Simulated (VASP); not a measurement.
# TiIn2Te3 (P6/mmm) in VASP: a series of runs

TiIn2Te3 is run at these levels: PBE; tasks: single point, relaxation of cell and atoms.

Program: VASP 6.6.1. These are calculated values, not measurements. Logs are shortened: lines on timing, memory, paths and dates and some standing lists are left out, and cuts for length are marked.

### 1 The cell of the first run

The structure is hexagonal, space group P6/mmm (No. 191). Conventional cell: a = 7.070 Å, b = 7.070 Å, c = 3.709 Å, α = 90.00°, β = 90.00°, γ = 120.00°. Within 4.9 Å of Ti (site symmetry 6/mmm) lie 2 Ti at 3.71 Å and 12 Te at 3.99 Å and 6 In at 4.08 Å. In (site symmetry -6m2) has 6 Te at 2.76 Å within 3.6 Å. Within 3.6 Å of Te (site symmetry mmm) lie 4 In at 2.76 Å and 4 Te at 3.53 Å.

### 2 Single point, PBE

Contents of INCAR:

```
ALGO     = Normal         # electronic algorithm
EDIFF    = 1E-6           # SCF threshold, eV
ENCUT    = 520            # plane-wave cutoff, eV
GGA      = PE             # functional
ISIF     = 2              # what is computed and relaxed
ISMEAR   = 0              # smearing method
LASPH    = True           # aspherical terms in the spheres
LCHARG   = False          # write CHGCAR
LREAL    = False          # projectors in reciprocal space
LWAVE    = False          # write WAVECAR
NBANDS   = 37             # bands
NELM     = 100            # most SCF steps
PREC     = Accurate       # precision mode
SIGMA    = 0.1            # smearing width, eV
```

Contents of KPOINTS:

```
k-points
0
Gamma
  3 3 6
```

Contents of POSCAR:

```
TiIn2Te3
1.0
    7.0695759000      0.0000000000      0.0000000000
   -3.5347879500      6.1224323200      0.0000000000
    0.0000000000      0.0000000000      3.7091957500
Ti In Te
1 2 3
Direct
    0.0000000000      0.0000000000      0.5000000000
    0.6666666700      0.3333333300      0.5000000000
    0.3333333300      0.6666666700      0.5000000000
    0.0000000000      0.5000000000      0.0000000000
    0.5000000000      0.5000000000      0.0000000000
    0.5000000000      0.0000000000      0.0000000000
```

Potentials or basis: VASP PAW PBE potentials, release 64 (Ti_sv, In_d, Te).

Started as:

```console
$ cat potpaw_PBE.64/Ti_sv/POTCAR potpaw_PBE.64/In_d/POTCAR potpaw_PBE.64/Te/POTCAR > POTCAR
$ mpirun -np 1 vasp_std > vasp.out
```

OUTCAR:

```text
EDIFF = 1E-6
   ENCUT = 520
   GGA = PE
   ISIF = 2
   ISMEAR = 0
   LASPH = True
   LREAL = False
   NELM = 100
   PREC = Accurate

 ion  position               nearest neighbor table
   1  0.000  0.000  0.500-
   2  0.667  0.333  0.500-   6 2.76   6 2.76   4 2.76   4 2.76   5 2.76   5 2.76
   3  0.333  0.667  0.500-   6 2.76   6 2.76   4 2.76   4 2.76   5 2.76   5 2.76
   4  0.000  0.500  0.000-   2 2.76   3 2.76   2 2.76   3 2.76   6 3.53   6 3.53   5 3.53   5 3.53

   5  0.500  0.500  0.000-   2 2.76   3 2.76   2 2.76   3 2.76   6 3.53   6 3.53   4 3.53   4 3.53

   6  0.500  0.000  0.000-   2 2.76   3 2.76   2 2.76   3 2.76   4 3.53   5 3.53   5 3.53   4 3.53

  LATTYP: Found a hexagonal cell.
 ALAT       =     7.0695759000
 C/A-ratio  =     0.5246701927

  Lattice vectors:

 A1 = (   7.0695759000,   0.0000000000,   0.0000000000)
 A2 = (  -3.5347879500,   6.1224323200,   0.0000000000)
 A3 = (   0.0000000000,   0.0000000000,   3.7091957500)

Analysis of symmetry for initial positions (statically):
=====================================================================
 Subroutine PRICEL returns:
 Original cell was already a primitive cell.

 Routine SETGRP: Setting up the symmetry group for a
 hexagonal supercell.

 Subroutine GETGRP returns: Found 24 space group operations
 (whereof 24 operations were pure point group operations)
 out of a pool of 24 trial point group operations.

The static configuration has the point symmetry D_6h.

Analysis of symmetry for dynamics (positions and initial velocities):
=====================================================================
 Subroutine PRICEL returns:
 Original cell was already a primitive cell.

 Routine SETGRP: Setting up the symmetry group for a
 hexagonal supercell.

 Subroutine GETGRP returns: Found 24 space group operations
 (whereof 24 operations were pure point group operations)
 out of a pool of 24 trial point group operations.

The dynamic configuration has the point symmetry D_6h.

 Subroutine INISYM returns: Found 24 space group operations
 (whereof 24 operations are pure point group operations),
 and found     1 'primitive' translations

----------------------------------------------------------------------------------------

                                     Primitive cell

  volume of cell :     160.5451

  direct lattice vectors                    reciprocal lattice vectors
     7.069575900  0.000000000  0.000000000     0.141451201  0.081666889  0.000000000
    -3.534787950  6.122432320  0.000000000     0.000000000  0.163333778  0.000000000
     0.000000000  0.000000000  3.709195750     0.000000000  0.000000000  0.269600223

  length of vectors
     7.069575900  7.069575897  3.709195750     0.163333778  0.163333778  0.269600223

  position of ions in fractional coordinates (direct lattice)
     0.000000000  0.000000000  0.500000000
     0.666666670  0.333333330  0.500000000
     0.333333330  0.666666670  0.500000000
     1.000000000  0.500000000  0.000000000
     0.500000000  0.500000000  0.000000000
     0.500000000  0.000000000  0.000000000

  ion indices of the primitive-cell ions
   primitive index   ion index
                 1           1
                 2           2
                 3           3
                 4           4
                 5           5
                 6           6

----------------------------------------------------------------------------------------

 KPOINTS: k-points

Automatic generation of k-mesh.
 Grid dimensions read from file:
 generate k-points for:    3    3    6

 Generating k-lattice:

  Cartesian coordinates                     Fractional coordinates (reciprocal lattice)
     0.047150400  0.027222296  0.000000000     0.333333333 -0.000000000  0.000000000
     0.000000000  0.054444593  0.000000000     0.000000000  0.333333333  0.000000000
     0.000000000  0.000000000  0.044933370     0.000000000  0.000000000  0.166666667

  Length of vectors
     0.054444593  0.054444593  0.044933370

  Shift w.r.t. Gamma in fractional coordinates (k-lattice)
[... 44 lines left out ...]
   NGX = 27   NGY = 27   NGZ = 13

 number of electron      56.0000013 magnetization

 Free energy of the ion-electron system (eV)
  ---------------------------------------------------
  ext. energy  EPLUGINS =         0.00000000
  ---------------------------------------------------
  free energy    TOTEN  =       -16.55995938 eV

  energy without entropy =      -16.51219787  energy(sigma->0) =      -16.53607863

 E-fermi :   7.8316     XC(G=0):  -9.9253

 val. band max:        7.8016604155   @ k =   0.3333  -0.0000   0.3333
 cond. band min:       7.8455278810   @ k =   0.0000   0.0000   0.3333
 fundamental gap:      0.0438674655
 Fermi energy:         7.8316478488

 k-point     1 :       0.0000    0.0000    0.0000
  band No.  band energies     occupation
      1     -50.2130      2.00000
      2     -26.5228      2.00000
      3     -26.5228      2.00000
      4     -26.3420      2.00000
      5      -7.4987      2.00000
      6      -7.4180      2.00000
[... 29 lines left out ...]
     36      10.9674      0.00000
     37      11.6960      0.00000

 k-point     2 :       0.3333   -0.0000    0.0000
  band No.  band energies     occupation
      1     -50.2130      2.00000
      2     -26.5228      2.00000
      3     -26.5228      2.00000
      4     -26.3420      2.00000
      5      -7.4826      2.00000
      6      -7.4404      2.00000
[... 29 lines left out ...]
     36      11.2569      0.00000
     37      11.9246      0.00000

 k-point     3 :       0.3333    0.3333    0.0000
  band No.  band energies     occupation
      1     -50.2130      2.00000
      2     -26.5228      2.00000
      3     -26.5228      2.00000
      4     -26.3420      2.00000
      5      -7.4617      2.00000
      6      -7.4617      2.00000
[... 29 lines left out ...]
     36      10.4970      0.00000
     37      11.4354      0.00000
[... 281 lines left out ...]
 k-point    11 :       0.3333   -0.0000    0.5000
  band No.  band energies     occupation
      1     -50.2115      2.00000
      2     -26.5207      2.00000
      3     -26.5207      2.00000
      4     -26.3667      2.00000
      5      -7.6749      2.00000
      6      -7.6357      2.00000
[... 29 lines left out ...]
     36       9.8686      0.00000
     37      11.2541      0.00000

 k-point    12 :       0.3333    0.3333    0.5000
  band No.  band energies     occupation
      1     -50.2115      2.00000
      2     -26.5208      2.00000
      3     -26.5208      2.00000
      4     -26.3667      2.00000
      5      -7.6816      2.00000
      6      -7.5737      2.00000
[... 29 lines left out ...]
     36      10.6630      0.00000
     37      11.3482      0.00000

------------------------ aborting loop because EDIFF is reached ----------------------------------------

  FORCE on cell =-STRESS in cart. coord.  units (eV):
  Direction    XX          YY          ZZ          XY          YZ          ZX
  --------------------------------------------------------------------------------------
  -------------------------------------------------------------------------------------
  Total       14.5273032     14.5273032     18.5866938      0.0000000      0.0000000      0.0000000
  in kB      144.9767886    144.9767885    185.4879143      0.0000000      0.0000000      0.0000000
  external PRESSURE =     158.4804971 kB  Pullay stress =       0.0000000 kB

 VOLUME and BASIS-vectors are now :
 -----------------------------------------------------------------------------
  energy-cutoff  :      520.00
  volume of cell :      160.55
      direct lattice vectors                 reciprocal lattice vectors
     7.069575900  0.000000000  0.000000000     0.141451201  0.081666889  0.000000000
    -3.534787950  6.122432320  0.000000000     0.000000000  0.163333778  0.000000000
     0.000000000  0.000000000  3.709195750     0.000000000  0.000000000  0.269600223

 POSITION                                       TOTAL-FORCE (eV/Angst)
 -----------------------------------------------------------------------------------
      0.00000      0.00000      1.85460         0.000000      0.000000      0.000000
      3.53479      2.04081      1.85460        -0.000000      0.000000      0.000000
     -0.00000      4.08162      1.85460         0.000000      0.000000      0.000000
     -1.76739      3.06122      0.00000         0.000000      0.000000      0.000000
      1.76739      3.06122      0.00000        -0.000000      0.000000      0.000000
      3.53479      0.00000      0.00000         0.000000      0.000000      0.000000
 -----------------------------------------------------------------------------------
    total drift:                                0.000000      0.000000      0.000000

  FREE ENERGIE OF THE ION-ELECTRON SYSTEM (eV)
  ---------------------------------------------------
  free  energy   TOTEN  =       -16.5599593811 eV

  energy  without entropy=      -16.5121978690  energy(sigma->0) =      -16.53607863
```

Wall time 88 s (1 thread of Intel Xeon Platinum 8559C (Emerald Rapids), shared host); peak memory 0.3 GiB.

What came out:

* Free energy: -16.5600 eV
* Pressure: 15.8 GPa
* Band gap on the k mesh: zero (band 28 reaches 8.06 eV, above the bottom of band 29 at 7.62 eV)

Stress tensor (GPa, compression positive):
```
14.50  0.00  0.00
 0.00 14.50  0.00
 0.00  0.00 18.55
```

Caveat: spin-orbit coupling is left out, which moves the levels of the heavy elements.

### 3 Single point, PBE

This run uses another cell than the first one, of 34.87 Å³/atom, 1.303 times its volume.

Contents of INCAR:

```
SYSTEM = TiIn2Te3
ALGO     = Normal         ! electronic algorithm
EDIFF    = 1E-6           ! SCF threshold, eV
ENCUT    = 520            ! plane-wave cutoff, eV
GGA      = PE             ! functional
ISIF     = 2              ! what is computed and relaxed
ISMEAR   = 0              ! smearing method
LASPH    = .TRUE.         ! aspherical terms in the spheres
LCHARG   = .FALSE.        ! write CHGCAR
LREAL    = .FALSE.        ! projectors in reciprocal space
LWAVE    = .FALSE.        ! write WAVECAR
NBANDS   = 37             ! bands
NELM     = 60             ! most SCF steps
PREC     = Accurate       ! precision mode
SIGMA    = 0.1            ! smearing width, eV
```

Contents of KPOINTS:

```
k-points
0
G
  3 3 6
  0 0 0
```

Contents of POSCAR:

```
TiIn2Te3
1.0
    7.8222322241      0.0000000000      0.0000000000
   -3.9111161121      6.7742518204      0.0000000000
    0.0000000000      0.0000000000      3.9487133835
Ti In Te
1 2 3
Direct
    0.0000000000      0.0000000000      0.5000000000
    0.6666666667      0.3333333333      0.5000000000
    0.3333333333      0.6666666667      0.5000000000
    0.0000000000      0.5000000000      0.0000000000
    0.5000000000      0.5000000000      0.0000000000
    0.5000000000      0.0000000000      0.0000000000
```

Potentials or basis: VASP PAW PBE potentials, release 64 (Ti_sv, In_d, Te).

Started as:

```console
$ cat potpaw_PBE.64/Ti_sv/POTCAR potpaw_PBE.64/In_d/POTCAR potpaw_PBE.64/Te/POTCAR > POTCAR
$ mpirun -np 1 vasp_std > vasp.out
```

Wall time 2 min (1 thread of Intel Xeon Platinum 8559C (Emerald Rapids), shared host); peak memory 0.36 GiB.

The run converged. Its results:

| Item | Value |
| --- | --- |
| Free energy | -18.3818 eV |
| Pressure | 0.0 GPa |
| Band gap on the k mesh | zero (band 28 reaches 4.95 eV, above the bottom of band 29 at 4.74 eV) |

Stress tensor (GPa, compression positive):
```
 0.09  0.00  0.00
 0.00  0.09  0.00
 0.00  0.00 -0.09
```

Levels at points of the mesh, in eV from the Fermi level:
```csv
k point,band 24,band 25,band 26,band 27,band 28,band 29,band 30,band 31,band 32,band 33
"(0.00, 0.00, 0.00)",-0.93,-0.93,-0.48,-0.08,-0.08,-0.08,-0.05,-0.05,0.36,0.36
"(0.00, 0.00, 0.50)",-2.39,-0.17,-0.17,0.09,0.13,0.13,0.18,0.40,0.40,0.82
```

Caveat: spin-orbit coupling is left out, which moves the levels of the heavy elements.

### 4 Relaxation of cell and atoms, PBE

Contents of INCAR:

```
SYSTEM = TiIn2Te3
ALGO = Normal ; EDIFF = 1E-6
EDIFFG = -0.04 ; ENCUT = 600
GGA = PE ; IBRION = 2
ISIF = 3 ; ISMEAR = 0
LASPH = .True. ; LCHARG = .False.
LREAL = .False. ; LWAVE = .False.
NELM = 100 ; NSW = 90
PREC = Accurate ; SIGMA = 0.1
```

Contents of KPOINTS:

```
k-points
0
Gamma
  3 3 6
  0 0 0
```

Contents of POSCAR:

```
TiIn2Te3
1.0
    7.0695759000      0.0000000000      0.0000000000
   -3.5347879500      6.1224323200      0.0000000000
    0.0000000000      0.0000000000      3.7091957500
Ti In Te
1 2 3
Direct
    0.0000000000      0.0000000000      0.5000000000
    0.6666666700      0.3333333300      0.5000000000
    0.3333333300      0.6666666700      0.5000000000
    0.0000000000      0.5000000000      0.0000000000
    0.5000000000      0.5000000000      0.0000000000
    0.5000000000      0.0000000000      0.0000000000
```

Started as:

```console
$ cat potpaw_PBE.64/Ti_sv/POTCAR potpaw_PBE.64/In_d/POTCAR potpaw_PBE.64/Te/POTCAR > POTCAR
$ mpirun -np 1 vasp_std > vasp.out
```

Run time: 15 min. Hardware: 1 thread of Intel Xeon Platinum 8559C (Emerald Rapids), shared host; peak memory 0.36 GiB.

It converged, with:

* Free energy: -18.3848 eV
* Relaxed volume: 35.43 Å³/atom
* Relaxed cell: a = 7.997 Å, b = 7.997 Å, c = 3.838 Å, α = 90.00°, β = 90.00°, γ = 120.00°
* Space group after relaxing (to 0.05 Å): P6/mmm (No. 191)
* Energy gained by relaxing: 304.2 meV/atom
* Ionic steps: 11
* Pressure after relaxing: -0.1 GPa
* Band gap on the k mesh: zero (band 28 reaches 4.81 eV, above the bottom of band 29 at 4.59 eV)

Stress tensor (GPa, compression positive):
```
-0.04  0.00  0.00
 0.00 -0.04  0.00
 0.00  0.00 -0.14
```

Step by step:
```
step  energy change (eV)  largest force (eV/Å)  pressure (GPa)  volume (Å³)
   1              0.0000                0.0000           15.81       160.55
   2             -1.4968                0.0000           -2.93       229.97
   3             -1.7571                0.0000            0.21       204.42
   4             -1.7578                0.0000            0.19       205.37
   5             -1.7491                0.0000           -0.54       209.82
   6             -1.7578                0.0000           -0.04       206.34
   7             -1.7957                0.0000           -0.02       207.84
   8             -1.8125                0.0000           -0.05       209.35
   9             -1.8144                0.0000           -0.05       209.84
  10             -1.8173                0.0000           -0.07       210.78
  11             -1.8249                0.0000           -0.08       212.56
```

Final structure:
```yaml
crystal:
  lattice:
    - [7.99703, 0.00000, 0.00000]
    - [-3.99851, 6.92563, 0.00000]
    - [0.00000, 0.00000, 3.83782]
  atoms:
    - { symbol: Ti, position: [0.00000, 0.00000, 0.50000] }
    - { symbol: In, position: [0.66667, 0.33333, 0.50000] }
    - { symbol: In, position: [0.33333, 0.66667, 0.50000] }
    - { symbol: Te, position: [0.00000, 0.50000, 0.00000] }
    - { symbol: Te, position: [0.50000, 0.50000, 0.00000] }
    - { symbol: Te, position: [0.50000, 0.00000, 0.00000] }
```

Levels at points of the mesh, in eV from the Fermi level:
```
           k point  band 24  band 25  band 26  band 27  band 28  band 29  band 30  band 31  band 32  band 33
(0.00, 0.00, 0.00)    -1.19    -1.19    -0.67    -0.09    -0.06    -0.06     0.13     0.13     0.39     0.39
(0.00, 0.00, 0.50)    -2.25    -0.31    -0.31     0.01     0.12     0.12     0.20     0.28     0.28     0.88
```

Caveat: the volume moved by over 15 % at a fixed basis, so the end points are rough; spin-orbit coupling is left out, which moves the levels of the heavy elements.

### 5 Single point, PBE, collinear spin, ferromagnetic start

This run uses another cell than the first one, of 34.87 Å³/atom, 1.303 times its volume.

Contents of INCAR:

```
SYSTEM = TiIn2Te3
PREC = Accurate
ENCUT = 520
EDIFF = 1E-7
ISMEAR = 0
SIGMA = 0.1
LREAL = .False.
LASPH = .True.
NELM = 150
ALGO = Normal
ISIF = 2
LWAVE = .False.
LCHARG = .False.
ISPIN = 2
MAGMOM = 1 0 0 0 0 0
LORBIT = 11
LMAXMIX = 4
GGA = PE
NBANDS = 41
```

Contents of KPOINTS:

```
Automatic mesh
0
Gamma
  3 3 4
  0 0 0
```

Contents of POSCAR:

```
TiIn2Te3
1.0
    7.8222322241      0.0000000000      0.0000000000
   -3.9111161121      6.7742518204      0.0000000000
    0.0000000000      0.0000000000      3.9487133835
Ti In Te
1 2 3
Direct
    0.0000000000      0.0000000000      0.5000000000
    0.6666666667      0.3333333333      0.5000000000
    0.3333333333      0.6666666667      0.5000000000
    0.0000000000      0.5000000000      0.0000000000
    0.5000000000      0.5000000000      0.0000000000
    0.5000000000      0.0000000000      0.0000000000
```

Started as:

```console
$ cat potpaw_PBE.64/Ti_sv/POTCAR potpaw_PBE.64/In_d/POTCAR potpaw_PBE.64/Te/POTCAR > POTCAR
$ mpirun -np 1 vasp_std > vasp.out
```

It took 19 min on 1 thread of Intel Xeon Platinum 8559C (Emerald Rapids), shared host; peak memory 0.46 GiB.

The run converged. Its results:

- Free energy: -18.2667 eV
- Pressure: 0.5 GPa
- Net moment: 0.56 μB per cell
- Site moments: Ti +0.10; In +0.02; Te +0.06 μB
- Valence electrons inside the program's atomic spheres: Ti 9.97; In 11.35; Te 3.37

Stress tensor (GPa, compression positive):
```
-0.07  0.00  0.00
 0.00 -0.07  0.00
 0.00  0.00  1.56
```

Levels at points of the mesh, in eV from the Fermi level:
Spin up:
| k point | band 24 | band 25 | band 26 | band 27 | band 28 | band 29 | band 30 | band 31 | band 32 | band 33 |
| --- | --- | --- | --- | --- | --- | --- | --- | --- | --- | --- |
| (0.00, 0.00, 0.00) | -0.91 | -0.91 | -0.49 | -0.08 | -0.08 | 0.11 | 0.18 | 0.18 | 0.50 | 0.50 |
| (0.00, 0.00, 0.50) | -2.41 | -0.25 | -0.25 | 0.08 | 0.31 | 0.31 | 0.41 | 0.71 | 0.71 | 0.86 |
Spin down:
```csv
k point,band 26,band 27,band 28,band 29,band 30,band 31
"(0.00, 0.00, 0.00)",-0.41,-0.14,-0.14,-0.01,-0.01,0.15
"(0.00, 0.00, 0.50)",0.00,0.04,0.04,0.17,0.20,0.78
```

Caveat: the k points lie up to 0.40 Å⁻¹ apart; spin-orbit coupling is left out, which moves the levels of the heavy elements.

### 6 Summary

```csv
task,spin,cell,k mesh,cutoff (eV),gap on the mesh (eV),pressure (GPa)
single point,off,"a = 7.070, b = 7.070, c = 3.709 Å, angles 90.0, 90.0, 120.0°, 6 atoms",3 × 3 × 6,520,none,15.8
single point,off,"a = 7.822, b = 7.822, c = 3.949 Å, angles 90.0, 90.0, 120.0°, 6 atoms",3 × 3 × 6,520,none,0.0
relaxation of cell and atoms,off,"relaxed from a = 7.070, b = 7.070, c = 3.709 Å, angles 90.0, 90.0, 120.0°, 6 atoms",3 × 3 × 6,600,none,-0.1
single point,"collinear, ferromagnetic start","a = 7.822, b = 7.822, c = 3.949 Å, angles 90.0, 90.0, 120.0°, 6 atoms",3 × 3 × 4,520,none,0.5
```

Alike in all rows: level PBE; potentials or basis VASP PAW PBE potentials, release 64 (Ti_sv, In_d, Te); smearing gaussian 0.1 eV.

Caveats: some runs use coarse meshes; spin-orbit coupling is left out, which moves the levels of the heavy elements; the volume moved by over 15 % at a fixed basis, so the end points are rough (some runs).

Total energies depend on the potentials used, so only differences within one code and one set of settings carry meaning.
